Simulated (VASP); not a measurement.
# LiTa4O (P4/mmm) in VASP: a series of runs

The runs below take LiTa4O through single point, with PBE.

Everything below comes from runs of VASP 6.6.1. Logs are shortened: lines on timing, memory, paths and dates and some standing lists are left out, and cuts for length are marked.

## 1. The cell of the first run

It takes space group P4/mmm (No. 123, tetragonal). The conventional cell has a = 6.833 Å, b = 6.833 Å, c = 2.690 Å, α = 90.00°, β = 90.00°, γ = 90.00°. Li (site symmetry 4/mmm) has 2 Li at 2.69 Å within 3.5 Å. Within 2.9 Å of Ta (site symmetry m2m) lie 1 O at 2.04 Å and 5 Ta at 2.69 to 2.89 Å. Within 2.7 Å of O (site symmetry 4/mmm) lie 4 Ta at 2.04 Å and 2 O at 2.69 Å.

The cell was built from a structure type or drawn by symmetry, and may not be a known phase.

## 2. Single point, PBE

INCAR reads:

```
SYSTEM = LiTa4O
  PREC = Accurate
  ENCUT = 520
  EDIFF = 1E-6
  ISMEAR = 0
  SIGMA = 0.1
  LREAL = .FALSE.
  LASPH = .TRUE.
  NELM = 100
  ALGO = Normal
  ISIF = 2
  LWAVE = .FALSE.
  LCHARG = .TRUE.
  GGA = PE
  LELF = .TRUE.
  LVHAR = .TRUE.
  NBANDS = 36
```

KPOINTS reads:

```
regular mesh
0
G
  6 6 14
  0 0 0
```

POSCAR reads:

```
LiTa4O
1.0
    6.8328748931      0.0000000000      0.0000000000
    0.0000000000      6.8328748931      0.0000000000
    0.0000000000      0.0000000000      2.6901024735
Li Ta O
1 4 1
Direct
    0.5000000000      0.5000000000      0.5000000000
    0.7011262353      0.0000000000      0.5000000000
    0.2988737647      0.0000000000      0.5000000000
    0.0000000000      0.7011262353      0.5000000000
    0.0000000000      0.2988737647      0.5000000000
    0.0000000000      0.0000000000      0.5000000000
```

Potentials or basis: VASP PAW PBE potentials, release 64 (Li_sv, Ta_pv, O).

Launch:

```
$ cat potpaw_PBE.64/Li_sv/POTCAR potpaw_PBE.64/Ta_pv/POTCAR potpaw_PBE.64/O/POTCAR > POTCAR
$ mpirun -np 1 vasp_std > vasp.out
```

OUTCAR:

```text
SYSTEM = LiTa4O
   PREC = Accurate
   ENCUT = 520
   EDIFF = 1E-6
   ISMEAR = 0
   LREAL = .FALSE.
   LASPH = .TRUE.
   NELM = 100
   ISIF = 2
   GGA = PE

 ion  position               nearest neighbor table
   1  0.500  0.500  0.500-
   2  0.701  0.000  0.500-   6 2.04   3 2.75   5 2.89   4 2.89
   3  0.299  0.000  0.500-   6 2.04   2 2.75   5 2.89   4 2.89
   4  0.000  0.701  0.500-   6 2.04   5 2.75   2 2.89   3 2.89
   5  0.000  0.299  0.500-   6 2.04   4 2.75   2 2.89   3 2.89
   6  0.000  0.000  0.500-   2 2.04   3 2.04   4 2.04   5 2.04

  LATTYP: Found a simple tetragonal cell.
 ALAT       =     6.8328748931
 C/A-ratio  =     0.3936999456

  Lattice vectors:

 A1 = (   6.8328748931,   0.0000000000,   0.0000000000)
 A2 = (   0.0000000000,   6.8328748931,   0.0000000000)
 A3 = (   0.0000000000,   0.0000000000,   2.6901024735)

Analysis of symmetry for initial positions (statically):
=====================================================================
 Subroutine PRICEL returns:
 Original cell was already a primitive cell.

 Routine SETGRP: Setting up the symmetry group for a
 simple tetragonal supercell.

 Subroutine GETGRP returns: Found 16 space group operations
 (whereof 16 operations were pure point group operations)
 out of a pool of 16 trial point group operations.

The static configuration has the point symmetry D_4h.

Analysis of symmetry for dynamics (positions and initial velocities):
=====================================================================
 Subroutine PRICEL returns:
 Original cell was already a primitive cell.

 Routine SETGRP: Setting up the symmetry group for a
 simple tetragonal supercell.

 Subroutine GETGRP returns: Found 16 space group operations
 (whereof 16 operations were pure point group operations)
 out of a pool of 16 trial point group operations.

The dynamic configuration has the point symmetry D_4h.

 Subroutine INISYM returns: Found 16 space group operations
 (whereof 16 operations are pure point group operations),
 and found     1 'primitive' translations

----------------------------------------------------------------------------------------

                                     Primitive cell

  volume of cell :     125.5960

  direct lattice vectors                    reciprocal lattice vectors
     6.832874893  0.000000000  0.000000000     0.146351282  0.000000000  0.000000000
     0.000000000  6.832874893  0.000000000     0.000000000  0.146351282  0.000000000
     0.000000000  0.000000000  2.690102474     0.000000000  0.000000000  0.371733051

  length of vectors
     6.832874893  6.832874893  2.690102474     0.146351282  0.146351282  0.371733051

  position of ions in fractional coordinates (direct lattice)
     0.500000000  0.500000000  0.500000000
     0.701126235  0.000000000  0.500000000
     0.298873765  0.000000000  0.500000000
     0.000000000  0.701126235  0.500000000
     0.000000000  0.298873765  0.500000000
     0.000000000  0.000000000  0.500000000

  ion indices of the primitive-cell ions
   primitive index   ion index
                 1           1
                 2           2
                 3           3
                 4           4
                 5           5
                 6           6

----------------------------------------------------------------------------------------

 KPOINTS: regular mesh

Automatic generation of k-mesh.
 Grid dimensions read from file:
 generate k-points for:    6    6   14

 Generating k-lattice:

  Cartesian coordinates                     Fractional coordinates (reciprocal lattice)
     0.024391880  0.000000000  0.000000000     0.166666667  0.000000000  0.000000000
     0.000000000  0.024391880  0.000000000     0.000000000  0.166666667  0.000000000
     0.000000000  0.000000000  0.026552361     0.000000000  0.000000000  0.071428571

  Length of vectors
     0.024391880  0.024391880  0.026552361

  Shift w.r.t. Gamma in fractional coordinates (k-lattice)
     0.000000000  0.000000000  0.000000000

 Subroutine IBZKPT returns following result:
 ===========================================

 Found     80 irreducible k-points:

 Following reciprocal coordinates:
            Coordinates               Weight
  0.000000  0.000000  0.000000      1.000000
  0.166667  0.000000  0.000000      4.000000
  0.333333  0.000000  0.000000      4.000000
  0.500000  0.000000  0.000000      2.000000
  0.166667  0.166667  0.000000      4.000000
  0.333333  0.166667  0.000000      8.000000
[... 16 lines left out ...]
  0.333333  0.000000  0.142857      8.000000
  0.500000  0.000000  0.142857      4.000000
 [... further k-points ...]
   k-points           NKPTS =     80   k-points in BZ     NKDIM =     80   number of bands    NBANDS=     36
   number of dos      NEDOS =    301   number of ions     NIONS =      6
   total plane-waves  NPLWV =  58320
   dimension x,y,z NGX =    54 NGY =   54 NGZ =   20
   dimension x,y,z NGXF=   108 NGYF=  108 NGZF=   40
   ions per type =               1   4   1
   NGX,Y,Z   is equivalent  to a cutoff of  13.14, 13.14, 12.36 a.u.
   NGXF,Y,Z  is equivalent  to a cutoff of  26.28, 26.28, 24.72 a.u.
 SYSTEM =  LiTa4O
   PREC   = accura    normal or accurate (medium, high low for compatibility)
   ISTART =      0    job   : 0-new  1-cont  2-samecut
   ICHARG =      2    charge: 1-file 2-atom 10-const
   ISPIN  =      1    spin polarized calculation?
   LNONCOLLINEAR =      F non collinear calculations
   LSORBIT =      F    spin-orbit coupling
   LASPH  =      T    aspherical Exc in radial PAW
   ENCUT  =  520.0 eV  38.22 Ry    6.18 a.u.  12.70 12.70  5.00*2*pi/ulx,y,z
   NELM   =    100;   NELMIN=  2; NELMDL= -5     # of ELM steps
   EDIFF  = 0.1E-05   stopping-criterion for ELM
   LREAL  =      F    real-space projection
   EDIFFG = 0.1E-04   stopping-criterion for IOM
   NSW    =      0    number of steps for IOM
   IBRION =     -1    ionic relax: 0-MD 1-quasi-New 2-CG
   NFREE  =      0    steps in history (QN), initial steepest desc. (CG)
   ISIF   =      2    stress and relaxation
   ISYM   =      2    0-nonsym 1-usesym 2-fastsym
   POTIM  = 0.5000    time-step for ionic-motion
   TEBEG  =    0.0;   TEEND  =   0.0 temperature during run
   PSTRESS=    0.0 pullay stress
   NELECT =      53.0000    total number of electrons
   NUPDOWN=      -1.0000    fix difference up-down
   EMIN   =  10.00;   EMAX   =-10.00  energy-range for DOS
   EFERMI =   0.00;   METHOD = LEGACY
   ISMEAR =     0;   SIGMA  =   0.10  broadening in eV -4-tet -1-fermi 0-gaus
   EFERMI_NEDOS =   21; number of points for ismear=-14 and -15
   IALGO  =     38    algorithm
   IMIX   =      4    mixing-type and parameters
     AMIX     =   0.40;   BMIX     =  1.00
     AMIX_MAG =   1.60;   BMIX_MAG =  1.00
  volume/ion in A,a.u.               =      20.93       141.26
  Fermi-wavevector in a.u.,A,eV,Ry     =   1.227934  2.320458 20.515148  1.507821
  Thomas-Fermi vector in A             =   2.362878
   LORBIT       =      0    0 simple, 1 ext, 2 COOP (PROOUT), +10 PAW based schemes
   GGA     = PE    functional components
   LHFCALC =     F    Hartree Fock is set to
   AEXX    =    0.0000 exact exchange contribution
   IVDW    =     0    specifies the selected vdW correction
   LEPSILON=     F    determine dielectric tensor
   LRPA    =     F    only Hartree local field effects (RPA)
 non-spin polarized calculation
 Gauss-broadening in eV      SIGMA  =   0.10
  energy-cutoff  :      520.00
  volume of cell :      125.60
 maximum number of plane-waves:      3420
 NGX is ok and might be reduce to    54
   NGX = 25   NGY = 25   NGZ = 11

 number of electron      53.0000006 magnetization

 Free energy of the ion-electron system (eV)
  ---------------------------------------------------
  ext. energy  EPLUGINS =         0.00000000
  ---------------------------------------------------
  free energy    TOTEN  =       -51.08355385 eV

  energy without entropy =      -51.06225354  energy(sigma->0) =      -51.07290370

 E-fermi :   3.1509     XC(G=0): -10.1852

 val. band max:        3.1427634408   @ k =   0.1667   0.1667   0.3571
 cond. band min:       3.1539355035   @ k =   0.3333   0.3333   0.2857
 fundamental gap:      0.0111720627
 Fermi energy:         3.1509103737

 k-point     1 :       0.0000    0.0000    0.0000
  band No.  band energies     occupation
      1     -44.1350      2.00000
      2     -32.2718      2.00000
      3     -31.6623      2.00000
      4     -31.5310      2.00000
      5     -31.5310      2.00000
      6     -31.4820      2.00000
[... 28 lines left out ...]
     35       6.8714      0.00000
     36       6.8732      0.00000

 k-point     2 :       0.1667    0.0000    0.0000
  band No.  band energies     occupation
      1     -44.1350      2.00000
      2     -32.2458      2.00000
      3     -31.7472      2.00000
      4     -31.5287      2.00000
      5     -31.4861      2.00000
      6     -31.4607      2.00000
[... 28 lines left out ...]
     35       6.8089      0.00000
     36       6.9425      0.00000

 k-point     3 :       0.3333    0.0000    0.0000
  band No.  band energies     occupation
      1     -44.1350      2.00000
      2     -32.1757      2.00000
      3     -31.8767      2.00000
      4     -31.5220      2.00000
      5     -31.4962      2.00000
      6     -31.3663      2.00000
[... 28 lines left out ...]
     35       6.8103      0.00000
     36       7.0497      0.00000
[... 742 lines left out ...]
 k-point    23 :       0.3333    0.0000    0.1429
  band No.  band energies     occupation
      1     -44.1309      2.00000
      2     -32.1412      2.00000
      3     -31.8454      2.00000
      4     -31.4923      2.00000
      5     -31.4666      2.00000
      6     -31.3389      2.00000
[... 28 lines left out ...]
     35       6.1715      0.00000
     36       6.5991      0.00000

 k-point    24 :       0.5000    0.0000    0.1429
  band No.  band energies     occupation
      1     -44.1309      2.00000
      2     -32.0795      2.00000
      3     -31.9278      2.00000
      4     -31.4846      2.00000
      5     -31.4759      2.00000
      6     -31.2654      2.00000
[... 28 lines left out ...]
     35       6.2700      0.00000
     36       6.4233      0.00000

 [... further k-points ...]
[... 5 lines left out ...]
  --------------------------------------------------------------------------------------
  -------------------------------------------------------------------------------------
  Total        0.1416241      0.1416241      0.0615681      0.0000000     -0.0000000      0.0000000
  in kB        1.8066409      1.8066409      0.7853989      0.0000000     -0.0000000      0.0000000
  external PRESSURE =       1.4662269 kB  Pullay stress =       0.0000000 kB

 VOLUME and BASIS-vectors are now :
 -----------------------------------------------------------------------------
  energy-cutoff  :      520.00
  volume of cell :      125.60
      direct lattice vectors                 reciprocal lattice vectors
     6.832874893  0.000000000  0.000000000     0.146351282  0.000000000  0.000000000
     0.000000000  6.832874893  0.000000000     0.000000000  0.146351282  0.000000000
     0.000000000  0.000000000  2.690102474     0.000000000  0.000000000  0.371733051

 POSITION                                       TOTAL-FORCE (eV/Angst)
 -----------------------------------------------------------------------------------
      3.41644      3.41644      1.34505         0.000000      0.000000      0.000000
      4.79071      0.00000      1.34505        -0.041604      0.000000      0.000000
      2.04217      0.00000      1.34505         0.041604     -0.000000      0.000000
      0.00000      4.79071      1.34505         0.000000     -0.041604     -0.000000
      0.00000      2.04217      1.34505         0.000000      0.041604      0.000000
      0.00000      0.00000      1.34505         0.000000      0.000000      0.000000
 -----------------------------------------------------------------------------------
    total drift:                                0.000000     -0.000000     -0.000000

  FREE ENERGIE OF THE ION-ELECTRON SYSTEM (eV)
  ---------------------------------------------------
  free  energy   TOTEN  =       -51.0835538529 eV

  energy  without entropy=      -51.0622535384  energy(sigma->0) =      -51.07290370
```

It took 8.5 min on 1 thread of Intel Xeon 8259CL, shared host; peak memory 0.43 GiB.

Results:

```yaml
Free_energy: -51.0836 eV
Largest_force: 0.042 eV/Å
Band_gap_on_the_k_mesh: zero (an odd number of electrons rules out a gap without spin polarisation)
```

Forces in eV/Å, atoms in the order of the input:
```
Li   0.000  0.000  0.000
Ta  -0.042  0.000  0.000
Ta   0.042  0.000  0.000
Ta   0.000 -0.042  0.000
Ta   0.000  0.042  0.000
O    0.000  0.000  0.000
```

Levels at points of the mesh, in eV from the Fermi level:
```csv
k point,band 23,band 24,band 25,band 26,band 27,band 28,band 29,band 30
"(0.00, 0.00, 0.00)",-1.45,-1.35,-1.21,-1.21,-0.95,-0.92,-0.92,1.95
"(0.50, 0.00, 0.00)",-2.14,-2.11,-1.14,-1.10,-0.77,-0.59,-0.17,2.46
"(0.50, 0.50, 0.00)",-1.61,-1.61,-1.59,-1.36,-0.43,-0.43,-0.09,2.77
"(0.00, 0.00, 0.50)",-1.24,0.02,0.18,0.31,0.31,0.32,0.32,0.66
"(0.50, 0.00, 0.50)",-0.85,-0.70,0.04,0.36,0.44,0.69,0.87,0.92
"(0.50, 0.50, 0.50)",-1.18,-0.15,-0.13,0.24,0.24,1.10,1.67,1.69
```

Caveat: the cutoff is under 1.25 times the usual one of these potentials, so pressure, stress and relaxed cells hold a basis-set (Pulay) error; spin-orbit coupling is left out, which moves the levels of the heavy elements; an odd number of electrons without spin polarisation forces a metal; a magnetic or distorted state may lie lower.

## 3. Single point, PBE, collinear spin

This run uses another cell than the first one, of 21.13 Å³/atom.

INCAR reads:

```
ALGO = Normal
EDIFF = 1E-6
ENCUT = 520
GGA = PE
ISIF = 2
ISMEAR = 0
ISPIN = 2
LASPH = T
LCHARG = F
LMAXMIX = 4
LORBIT = 11
LREAL = F
LWAVE = F
MAGMOM = 0 1 1 1 1 0
NBANDS = 40
NELM = 150
PREC = Accurate
SIGMA = 0.1
```

KPOINTS reads:

```
k-points
0
Gamma
  4 4 6
```

POSCAR reads:

```
LiTa4O
1.0
    6.8750506835      0.0000000000      0.0000000000
    0.0000000000      6.8750506835      0.0000000000
    0.0000000000      0.0000000000      2.6816427111
Li Ta O
1 4 1
Direct
    0.5000000000      0.5000000000      0.5000000000
    0.7031495771      0.0000000000      0.5000000000
    0.2968504229      0.0000000000      0.5000000000
    0.0000000000      0.7031495771      0.5000000000
    0.0000000000      0.2968504229      0.5000000000
    0.0000000000      0.0000000000      0.5000000000
```

Potentials or basis: VASP PAW PBE potentials, release 64 (Li_sv, Ta_pv, O).

Launch:

```
$ cat potpaw_PBE.64/Li_sv/POTCAR potpaw_PBE.64/Ta_pv/POTCAR potpaw_PBE.64/O/POTCAR > POTCAR
$ mpirun -np 1 vasp_std > vasp.out
```

OUTCAR:

```text
EDIFF = 1E-6
   ENCUT = 520
   GGA = PE
   ISIF = 2
   ISMEAR = 0
   ISPIN = 2
   LASPH = T
   LORBIT = 11
   LREAL = F
   NELM = 150
   PREC = Accurate

 ion  position               nearest neighbor table
   1  0.500  0.500  0.500-
   2  0.703  0.000  0.500-   6 2.04   3 2.79   5 2.89   4 2.89
   3  0.297  0.000  0.500-   6 2.04   2 2.79   5 2.89   4 2.89
   4  0.000  0.703  0.500-   6 2.04   5 2.79   2 2.89   3 2.89
   5  0.000  0.297  0.500-   6 2.04   4 2.79   2 2.89   3 2.89
   6  0.000  0.000  0.500-   2 2.04   3 2.04   4 2.04   5 2.04

  LATTYP: Found a simple tetragonal cell.
[... 2208 lines left out ...]
 -----------------------------------------------------------------------------------
      3.43753      3.43753      1.34082        -0.000000      0.000000     -0.000000
      4.83419      0.00000      1.34082        -0.042867      0.000000      0.000000
      2.04086      0.00000      1.34082         0.042867      0.000000     -0.000000
      0.00000      4.83419      1.34082         0.000000     -0.042867      0.000000
      0.00000      2.04086      1.34082         0.000000      0.042867      0.000000
      0.00000      0.00000      1.34082        -0.000000      0.000000     -0.000000
 -----------------------------------------------------------------------------------
    total drift:                                0.000000     -0.000000      0.000000

  FREE ENERGIE OF THE ION-ELECTRON SYSTEM (eV)
  ---------------------------------------------------
  free  energy   TOTEN  =       -51.2558037801 eV

  energy  without entropy=      -51.2382811791  energy(sigma->0) =      -51.24704248

 total charge

# of ion       s       p       d       tot
------------------------------------------
    1        2.007   0.024   0.000   2.032
    2        0.374   6.130   2.388   8.892
    3        0.374   6.130   2.388   8.892
    4        0.374   6.130   2.388   8.892
    5        0.374   6.130   2.388   8.892
    6        1.573   3.526   0.000   5.099
--------------------------------------------------
tot          5.076  28.070   9.552  42.698

 magnetization (x)

# of ion       s       p       d       tot
------------------------------------------
    1       -0.000  -0.000   0.000  -0.000
    2        0.000   0.000   0.000   0.000
    3        0.000   0.000   0.000   0.000
    4        0.000   0.000   0.000   0.000
    5        0.000   0.000   0.000   0.000
    6       -0.000   0.000   0.000   0.000
--------------------------------------------------
tot          0.000   0.000   0.000   0.000
```

OSZICAR:

```text
N       E                     dE             d eps       ncg     rms          rms(c)
DAV:   1     0.510219862281E+03    0.51022E+03   -0.27977E+04  3840   0.131E+03
DAV:   2    -0.239319724859E+02   -0.53415E+03   -0.51487E+03  4368   0.396E+02
DAV:   3    -0.523306920204E+02   -0.28399E+02   -0.27549E+02  5656   0.820E+01
DAV:   4    -0.536461816652E+02   -0.13155E+01   -0.13005E+01  5552   0.136E+01
DAV:   5    -0.537247530537E+02   -0.78571E-01   -0.78559E-01  5664   0.229E+00    0.278E+01
DAV:   6    -0.514457861449E+02    0.22790E+01   -0.10951E+01  4560   0.157E+01    0.136E+01
DAV:   7    -0.513208620624E+02    0.12492E+00   -0.15882E+00  4560   0.621E+00    0.691E+00
DAV:   8    -0.512652584098E+02    0.55604E-01   -0.31223E-01  4600   0.290E+00    0.179E+00
DAV:   9    -0.512567085193E+02    0.85499E-02   -0.36499E-02  4968   0.784E-01    0.614E-01
DAV:  10    -0.512555825988E+02    0.11259E-02   -0.67925E-03  4872   0.386E-01    0.242E-01
DAV:  11    -0.512557800716E+02   -0.19747E-03   -0.12184E-03  4744   0.187E-01    0.903E-02
DAV:  12    -0.512558042954E+02   -0.24224E-04   -0.18308E-04  4160   0.886E-02    0.406E-02
DAV:  13    -0.512558031821E+02    0.11133E-05   -0.27031E-05  4704   0.290E-02    0.125E-02
DAV:  14    -0.512558037801E+02   -0.59802E-06   -0.36902E-06  4392   0.104E-02
   1 F= -.51255804E+02 E0= -.51247042E+02  d E =-.175226E-01  mag=     0.0003
```

Wall time 5.5 min (1 thread of Intel Xeon 8259CL, shared host); peak memory 0.38 GiB.

Results:

| Property | Result |
| --- | --- |
| Free energy | -51.2558 eV |
| Largest force | 0.043 eV/Å |
| Net moment | 0.00 μB per cell |
| Valence electrons inside the program's atomic spheres | Li 2.03; Ta 8.89; O 5.10 |

Forces on the atoms (eV/Å):
```
Li   0.000  0.000  0.000
Ta  -0.043  0.000  0.000
Ta   0.043  0.000  0.000
Ta   0.000 -0.043  0.000
Ta   0.000  0.043  0.000
O    0.000  0.000  0.000
```

Caveat: the k points lie up to 0.39 Å⁻¹ apart; the cutoff is under 1.25 times the usual one of these potentials, so pressure, stress and relaxed cells hold a basis-set (Pulay) error; spin-orbit coupling is left out, which moves the levels of the heavy elements.
